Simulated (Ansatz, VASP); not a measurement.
Two plane-wave programs on BaTe

The input INCAR:

```
SYSTEM = BaTe
ALGO = Normal ; EDIFF = 1E-7
ENCUT = 520 ; GGA = PS
ISIF = 2 ; ISMEAR = 0
LASPH = .True. ; LCHARG = .False.
LREAL = .False. ; LWAVE = .False.
NBANDS = 24 ; NELM = 80
PREC = Accurate ; SIGMA = 0.05
```

Contents of KPOINTS:

```
k-points
0
Gamma
  6 6 8
  0 0 0
```

File POSCAR:

```
BaTe
1.0
    5.8840520669      0.0000000000      0.0000000000
    0.0000000000      5.8840520669     -0.0294202603
    0.0000000000     -0.0208075863      4.1615172691
Ba Te
2 2
Direct
    0.5000000000      0.0000000000      0.5000000000
    0.0000000000      0.5000000000      0.5000000000
    0.0000000000      0.0000000000      0.0000000000
    0.5000000000      0.5000000000      0.0000000000
```

Input for Ansatz:

```yaml
crystal:
  lattice:
    - [5.8840520669, 0.0, 0.0]
    - [0.0, 5.8840520669, -0.0294202603]
    - [0.0, -0.0208075863, 4.1615172691]
  atoms:
    - { symbol: Ba, position: [0.5, 0.0, 0.5] }
    - { symbol: Ba, position: [0.0, 0.5, 0.5] }
    - { symbol: Te, position: [0.0, 0.0, 0.0] }
    - { symbol: Te, position: [0.5, 0.5, 0.0] }
basis:
  ecutwfc: 420
  ecutrho_ratio: 4
kpoints:
  mp_grid: { grid: [6, 6, 8] }
hamiltonian:
  xc: pbesol
scf:
  occupations: { method: gaussian, width: 0.05 }
output:
  forces: true
  stress: true
  eigenvalues: true
```

Change from the starting cell: strain e4 = -0.01, atoms carried along.

Alike in both runs: task single point; functional PBEsol; k mesh 6 × 6 × 8; occupations gaussian, width 0.05 eV; no spin polarisation.

```csv
,VASP,Ansatz
version,VASP 6.6.1,Ansatz 0.2.0
potentials or method,"VASP PAW PBE potentials, release 64 (Ba_sv, Te), cutoff 520 eV","scalar-relativistic, plane waves, PAW"
valence electrons in the cell,32,52
```

VASP gave:

- gap on the k mesh at the Fermi level (eV): 0.52
- least direct gap on the mesh (eV): 0.52
- pressure (GPa): 0.6
- traceless stress, the component that is largest in VASP (GPa): 0.12

**Question.** Which values does Ansatz return?

**Answer.** gap on the k mesh at the Fermi level (eV): 0.64; least direct gap on the mesh (eV): 0.65; pressure (GPa): 0.0; traceless stress, the component that is largest in VASP (GPa): 0.11.

VASP's potentials were made for PBE, not for PBEsol. VASP's potentials hold 32 valence electrons a cell and Ansatz's 52, so a difference there can come from the potentials and not from the codes.

Spin-orbit coupling is off throughout.
